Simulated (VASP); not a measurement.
# HgTe (F-43m) in VASP: notebook

HgTe is run at these levels: r2SCAN+rVV10; tasks: single point, relaxation of cell and atoms.

Program: VASP 6.6.1. These are calculated values, not measurements. Logs are shortened: lines on timing, memory, paths and dates and some standing lists are left out, and cuts for length are marked.

## 1. The cell of the first run

The structure is cubic, space group F-43m (No. 216). The conventional cell has a = 6.330 Å, b = 6.330 Å, c = 6.330 Å, α = 90.00°, β = 90.00°, γ = 90.00°. Hg (site symmetry -43m) has 4 Te at 2.74 Å within 3.6 Å. Within 3.6 Å of Te (site symmetry -43m) lie 4 Hg at 2.74 Å.

## 2. Single point, r2SCAN+rVV10

Contents of POSCAR:

```
HgTe
1.0
    0.0000000000      3.1649174884      3.1649174884
    3.1649174884      0.0000000000      3.1649174884
    3.1649174884      3.1649174884      0.0000000000
Hg Te
1 1
Direct
    0.0000000000      0.0000000000      0.0000000000
    0.2500000000      0.2500000000      0.2500000000
```

Contents of INCAR.step1:

```
SYSTEM = HgTe
  PREC = Accurate
  ENCUT = 520
  ISMEAR = 0
  SIGMA = 0.03
  LREAL = .False.
  LASPH = .True.
  NELM = 100
  NBANDS = 16
  GGA = PE
  ALGO = Normal
  EDIFF = 1E-4
  LWAVE = .True.
  LCHARG = .False.
```

Contents of INCAR.step2:

```
SYSTEM = HgTe
  PREC = Accurate
  ENCUT = 520
  EDIFF = 1E-7
  ISMEAR = 0
  SIGMA = 0.03
  LREAL = .False.
  LASPH = .True.
  NELM = 100
  ALGO = Normal
  ISIF = 2
  LWAVE = .False.
  LCHARG = .True.
  METAGGA = R2SCAN
  LMIXTAU = .True.
  LUSE_VDW = .True.
  IVDW_NL = 2
  BPARAM = 11.95
  CPARAM = 0.0093
  LELF = .True.
  LVHAR = .True.
  NBANDS = 16
  ISTART = 1
```

Contents of KPOINTS:

```
Automatic mesh
0
Gamma
  10 10 10
  0 0 0
```

Potentials or basis: VASP PAW PBE potentials, release 64 (Hg, Te).

Launch:

```console
$ cat potpaw_PBE.64/Hg/POTCAR potpaw_PBE.64/Te/POTCAR > POTCAR
$ cp INCAR.step1 INCAR
$ mpirun -np 1 vasp_std > vasp.out
$ cp INCAR.step2 INCAR
$ mpirun -np 1 vasp_std > vasp.out
```

OUTCAR:

```text
SYSTEM = HgTe
   PREC = Accurate
   ENCUT = 520
   EDIFF = 1E-7
   ISMEAR = 0
   LREAL = .False.
   LASPH = .True.
   NELM = 100
   ISIF = 2
   METAGGA = R2SCAN
   IVDW_NL = 2
   BPARAM = 11.95
   ISTART = 1

 ion  position               nearest neighbor table
   1  0.000  0.000  0.000-   2 2.74   2 2.74   2 2.74   2 2.74
   2  0.250  0.250  0.250-   1 2.74   1 2.74   1 2.74   1 2.74

  LATTYP: Found a face centered cubic cell.
 ALAT       =     6.3298349768

  Lattice vectors:

 A1 = (   0.0000000000,   3.1649174884,   3.1649174884)
 A2 = (   3.1649174884,   0.0000000000,   3.1649174884)
 A3 = (   3.1649174884,   3.1649174884,   0.0000000000)

Analysis of symmetry for initial positions (statically):
=====================================================================
 Subroutine PRICEL returns:
 Original cell was already a primitive cell.

 Routine SETGRP: Setting up the symmetry group for a
 face centered cubic supercell.

 Subroutine GETGRP returns: Found 24 space group operations
 (whereof 24 operations were pure point group operations)
 out of a pool of 48 trial point group operations.

The static configuration has the point symmetry T_d .

Analysis of symmetry for dynamics (positions and initial velocities):
=====================================================================
 Subroutine PRICEL returns:
 Original cell was already a primitive cell.

 Routine SETGRP: Setting up the symmetry group for a
 face centered cubic supercell.

 Subroutine GETGRP returns: Found 24 space group operations
 (whereof 24 operations were pure point group operations)
 out of a pool of 48 trial point group operations.

The dynamic configuration has the point symmetry T_d .

 Subroutine INISYM returns: Found 24 space group operations
 (whereof 24 operations are pure point group operations),
 and found     1 'primitive' translations

----------------------------------------------------------------------------------------

                                     Primitive cell

  volume of cell :      63.4041

  direct lattice vectors                    reciprocal lattice vectors
     0.000000000  3.164917488  3.164917488    -0.157982002  0.157982002  0.157982002
     3.164917488  0.000000000  3.164917488     0.157982002 -0.157982002  0.157982002
     3.164917488  3.164917488  0.000000000     0.157982002  0.157982002 -0.157982002

  length of vectors
     4.475869236  4.475869236  4.475869236     0.273632854  0.273632854  0.273632854

  position of ions in fractional coordinates (direct lattice)
     0.000000000  0.000000000  0.000000000
     0.250000000  0.250000000  0.250000000

  ion indices of the primitive-cell ions
   primitive index   ion index
                 1           1
                 2           2

----------------------------------------------------------------------------------------

 KPOINTS: Automatic mesh

Automatic generation of k-mesh.
 Grid dimensions read from file:
 generate k-points for:   10   10   10

 Generating k-lattice:

  Cartesian coordinates                     Fractional coordinates (reciprocal lattice)
    -0.015798200  0.015798200  0.015798200     0.100000000  0.000000000  0.000000000
     0.015798200 -0.015798200  0.015798200     0.000000000  0.100000000  0.000000000
     0.015798200  0.015798200 -0.015798200     0.000000000  0.000000000  0.100000000

  Length of vectors
     0.027363285  0.027363285  0.027363285

  Shift w.r.t. Gamma in fractional coordinates (k-lattice)
     0.000000000  0.000000000  0.000000000

 Subroutine IBZKPT returns following result:
 ===========================================

 Found     47 irreducible k-points:

 Following reciprocal coordinates:
            Coordinates               Weight
  0.000000  0.000000  0.000000      1.000000
  0.100000  0.000000  0.000000      8.000000
  0.200000  0.000000  0.000000      8.000000
  0.300000  0.000000  0.000000      8.000000
  0.400000  0.000000  0.000000      8.000000
  0.500000  0.000000  0.000000      4.000000
[... 16 lines left out ...]
  0.300000  0.300000  0.000000      6.000000
  0.400000  0.300000  0.000000     24.000000
 [... further k-points ...]
   k-points           NKPTS =     47   k-points in BZ     NKDIM =     47   number of bands    NBANDS=     16
   number of dos      NEDOS =    301   number of ions     NIONS =      2
   total plane-waves  NPLWV =  46656
   dimension x,y,z NGX =    36 NGY =   36 NGZ =   36
   dimension x,y,z NGXF=    72 NGYF=   72 NGZF=   72
   ions per type =               1   1
   NGX,Y,Z   is equivalent  to a cutoff of  13.37, 13.37, 13.37 a.u.
   NGXF,Y,Z  is equivalent  to a cutoff of  26.74, 26.74, 26.74 a.u.
 SYSTEM =  HgTe
   PREC   = accura    normal or accurate (medium, high low for compatibility)
   ISTART =      1    job   : 0-new  1-cont  2-samecut
   ICHARG =      0    charge: 1-file 2-atom 10-const
   ISPIN  =      1    spin polarized calculation?
   LNONCOLLINEAR =      F non collinear calculations
   LSORBIT =      F    spin-orbit coupling
   LASPH  =      T    aspherical Exc in radial PAW
   ENCUT  =  520.0 eV  38.22 Ry    6.18 a.u.   8.32  8.32  8.32*2*pi/ulx,y,z
   NELM   =    100;   NELMIN=  2; NELMDL=  0     # of ELM steps
   EDIFF  = 0.1E-06   stopping-criterion for ELM
   LREAL  =      F    real-space projection
   EDIFFG = 0.1E-05   stopping-criterion for IOM
   NSW    =      0    number of steps for IOM
   IBRION =     -1    ionic relax: 0-MD 1-quasi-New 2-CG
   NFREE  =      0    steps in history (QN), initial steepest desc. (CG)
   ISIF   =      2    stress and relaxation
   ISYM   =      2    0-nonsym 1-usesym 2-fastsym
   POTIM  = 0.5000    time-step for ionic-motion
   TEBEG  =    0.0;   TEEND  =   0.0 temperature during run
   PSTRESS=    0.0 pullay stress
   NELECT =      18.0000    total number of electrons
   NUPDOWN=      -1.0000    fix difference up-down
   EMIN   =  10.00;   EMAX   =-10.00  energy-range for DOS
   EFERMI =   0.00;   METHOD = LEGACY
   ISMEAR =     0;   SIGMA  =   0.03  broadening in eV -4-tet -1-fermi 0-gaus
   EFERMI_NEDOS =   21; number of points for ismear=-14 and -15
   IALGO  =     38    algorithm
   IMIX   =      4    mixing-type and parameters
     AMIX     =   0.40;   BMIX     =  1.00
     AMIX_MAG =   1.60;   BMIX_MAG =  1.00
  volume/ion in A,a.u.               =      31.70       213.94
  Fermi-wavevector in a.u.,A,eV,Ry     =   1.075953  2.033256 15.751121  1.157675
  Thomas-Fermi vector in A             =   2.211824
   LORBIT       =      0    0 simple, 1 ext, 2 COOP (PROOUT), +10 PAW based schemes
   METAGGA = R2SCAN    functional components
   LHFCALC =     F    Hartree Fock is set to
   AEXX    =    0.0000 exact exchange contribution
   IVDW_NL    =     2    kernel type
   BPARAM     =11.9500
   IVDW    =     0    specifies the selected vdW correction
   LEPSILON=     F    determine dielectric tensor
   LRPA    =     F    only Hartree local field effects (RPA)
 non-spin polarized calculation
 Gauss-broadening in eV      SIGMA  =   0.03
  energy-cutoff  :      520.00
  volume of cell :       63.40
 maximum number of plane-waves:      1735
 NGX is ok and might be reduce to    36
   NGX = 17   NGY = 17   NGZ = 17

 number of electron      17.9999999 magnetization

 Free energy of the ion-electron system (eV)
  ---------------------------------------------------
  ext. energy  EPLUGINS =         0.00000000
  ---------------------------------------------------
  free energy    TOTEN  =       -74.52853799 eV

  energy without entropy =      -74.52849171  energy(sigma->0) =      -74.52851485

 E-fermi :   3.5772     XC(G=0):  -9.7011

 val. band max:        3.5680991594   @ k =   0.0000   0.0000   0.0000
 cond. band min:       4.3829744370   @ k =   0.1000   0.0000   0.0000
 fundamental gap:      0.8148752776
 Fermi energy:         3.5772362087

 k-point     1 :       0.0000    0.0000    0.0000
  band No.  band energies     occupation
      1      -9.3557      2.00000
      2      -4.4804      2.00000
      3      -4.4804      2.00000
      4      -4.4804      2.00000
      5      -3.8189      2.00000
      6      -3.8189      2.00000
[... 8 lines left out ...]
     15      13.6652      0.00000
     16      13.6652      0.00000

 k-point     2 :       0.1000    0.0000    0.0000
  band No.  band energies     occupation
      1      -9.2957      2.00000
      2      -4.4632      2.00000
      3      -4.4632      2.00000
      4      -4.4624      2.00000
      5      -3.8209      2.00000
      6      -3.8209      2.00000
[... 8 lines left out ...]
     15      12.8570      0.00000
     16      12.8570      0.00000

 k-point     3 :       0.2000    0.0000    0.0000
  band No.  band energies     occupation
      1      -9.1329      2.00000
      2      -4.4201      2.00000
      3      -4.4201      2.00000
      4      -4.3862      2.00000
      5      -3.8227      2.00000
      6      -3.8227      2.00000
[... 8 lines left out ...]
     15      12.4318      0.00000
     16      12.4318      0.00000

 k-point     4 :       0.3000    0.0000    0.0000
  band No.  band energies     occupation
      1      -8.9196      2.00000
      2      -4.3721      2.00000
      3      -4.3721      2.00000
      4      -4.1929      2.00000
      5      -3.8161      2.00000
      6      -3.8161      2.00000
[... 8 lines left out ...]
     15      12.6657      0.00000
     16      12.6657      0.00000
[... 324 lines left out ...]
 k-point    22 :      -0.2000    0.2000    0.0000
  band No.  band energies     occupation
      1      -8.8452      2.00000
      2      -4.3477      2.00000
      3      -4.3275      2.00000
      4      -4.1813      2.00000
      5      -3.8480      2.00000
      6      -3.7767      2.00000
[... 8 lines left out ...]
     15      13.5997      0.00000
     16      13.8272      0.00000

 k-point    23 :       0.3000    0.3000    0.0000
  band No.  band energies     occupation
      1      -8.7682      2.00000
      2      -4.3766      2.00000
      3      -4.2259      2.00000
      4      -4.2259      2.00000
      5      -3.8243      2.00000
      6      -3.7688      2.00000
[... 8 lines left out ...]
     15      14.0657      0.00000
     16      15.2196      0.00000

 k-point    24 :       0.4000    0.3000    0.0000
  band No.  band energies     occupation
      1      -8.6209      2.00000
      2      -4.3203      2.00000
      3      -4.1713      2.00000
      4      -4.1429      2.00000
      5      -3.7617      2.00000
      6      -3.7160      2.00000
[... 8 lines left out ...]
     15      14.3799      0.00000
     16      15.6064      0.00000

 [... further k-points ...]

------------------------ aborting loop because EDIFF is reached ----------------------------------------

  FORCE on cell =-STRESS in cart. coord.  units (eV):
  Direction    XX          YY          ZZ          XY          YZ          ZX
  --------------------------------------------------------------------------------------
  -------------------------------------------------------------------------------------
  Total        2.1195476      2.1195476      2.1195476     -0.0000000      0.0000000     -0.0000000
  in kB       53.5595086     53.5595086     53.5595086     -0.0000000      0.0000000     -0.0000000
  external PRESSURE =      53.5595086 kB  Pullay stress =       0.0000000 kB

 VOLUME and BASIS-vectors are now :
 -----------------------------------------------------------------------------
  energy-cutoff  :      520.00
  volume of cell :       63.40
      direct lattice vectors                 reciprocal lattice vectors
     0.000000000  3.164917488  3.164917488    -0.157982002  0.157982002  0.157982002
     3.164917488  0.000000000  3.164917488     0.157982002 -0.157982002  0.157982002
     3.164917488  3.164917488  0.000000000     0.157982002  0.157982002 -0.157982002

 POSITION                                       TOTAL-FORCE (eV/Angst)
 -----------------------------------------------------------------------------------
      0.00000      0.00000      0.00000         0.000000     -0.000000     -0.000000
      1.58246      1.58246      1.58246        -0.000000      0.000000      0.000000
 -----------------------------------------------------------------------------------
    total drift:                               -0.000000     -0.000000     -0.000000

  FREE ENERGIE OF THE ION-ELECTRON SYSTEM (eV)
  ---------------------------------------------------
  free  energy   TOTEN  =       -74.5285379929 eV

  energy  without entropy=      -74.5284917142  energy(sigma->0) =      -74.52851485
```

It took 4.1 min on 1 thread of Intel Xeon Platinum 8488C (Sapphire Rapids), shared host; peak memory 0.41 GiB.

What came out:

```yaml
Free_energy: -74.5285 eV
Pressure: 5.4 GPa
Band_gap_on_the_k_mesh: zero (filled and empty bands touch)
```

Caveat: the cell stands under pressure; semilocal functionals underestimate gaps, so a narrow gap can read as zero; the PAW data sets were made with another functional, which shifts forces and pressure a little; spin-orbit coupling is left out, which moves the levels of the heavy elements.

(Part 1 of 2 ends here.)
